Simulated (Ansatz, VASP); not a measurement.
# Rh in VASP and in Ansatz

The input INCAR:

```
SYSTEM = Rh
PREC     = Accurate       ! precision mode
ENCUT    = 520            ! plane-wave cutoff, eV
EDIFF    = 1E-6           ! SCF threshold, eV
ISMEAR   = 0              ! smearing method
SIGMA    = 0.15           ! smearing width, eV
LREAL    = .False.        ! projectors in reciprocal space
LASPH    = .True.         ! aspherical terms in the spheres
NELM     = 100            ! most SCF steps
ALGO     = Fast           ! electronic algorithm
ISIF     = 2              ! what is computed and relaxed
LWAVE    = .False.        ! write WAVECAR
LCHARG   = .False.        ! write CHGCAR
GGA      = PE             ! functional
NBANDS   = 22             ! bands
```

Contents of KPOINTS:

```
Automatic mesh
0
Gamma
  18 18 12
  0 0 0
```

Contents of POSCAR:

```
Rh
1.0
    0.0000000000     -1.9015500000     -1.9015500000
    0.0000000000      1.9015500000     -1.9015500000
    3.8031000000      0.0000000000      0.0000000000
Rh
2
Direct
    0.5000000000      0.5000000000      0.4506981147
    0.0000000000      0.0000000000      0.0493018853
```

Input for Ansatz:

```yaml
crystal:
  lattice:
    - [0.0, -1.90155, -1.90155]
    - [0.0, 1.90155, -1.90155]
    - [3.8031, 0.0, 0.0]
  atoms:
    - { symbol: Rh, position: [0.5, 0.5, 0.4506981147] }
    - { symbol: Rh, position: [0.0, 0.0, 0.0493018853] }
basis:
  ecutwfc: 420
kpoints:
  mp_grid: { grid: [18, 18, 12] }
hamiltonian:
  xc: pbe
scf:
  occupations: { method: gaussian, width: 0.15 }
output:
  forces: true
  stress: true
  eigenvalues: true
```

Change from the starting cell: mode 6 (233.9 1/cm) frozen in, largest displacement +0.188 Å.

Alike in both runs: task single point; functional PBE; k mesh 18 × 18 × 12; occupations gaussian, width 0.15 eV; no spin polarisation.

|  | VASP | Ansatz |
| --- | --- | --- |
| version | VASP 6.6.1 | Ansatz 0.2.0 |
| potentials or method | VASP PAW PBE potentials, release 64 (Rh_pv), cutoff 520 eV | scalar-relativistic, plane waves, PAW |
| valence electrons in the cell | 30 | 34 |

|  | VASP | Ansatz | Ansatz less VASP |
| --- | --- | --- | --- |
| gap on the k mesh at the Fermi level (eV) | none | none | - |
| pressure (GPa) | 27.3 | 26.8 | -0.46 |
| traceless stress, the component that is largest in VASP (GPa) | -2.28 | -2.28 | -0.006 |
| rms of the force components (eV/Å) | 2.706 | 2.683 | -0.0230 |

Atom by atom the forces differ by 0.023 eV/Å (rms over components). A gap of «none» marks a metal or a gap that the smearing closes. VASP's potentials hold 30 valence electrons a cell and Ansatz's 34, so a difference there can come from the potentials and not from the codes.
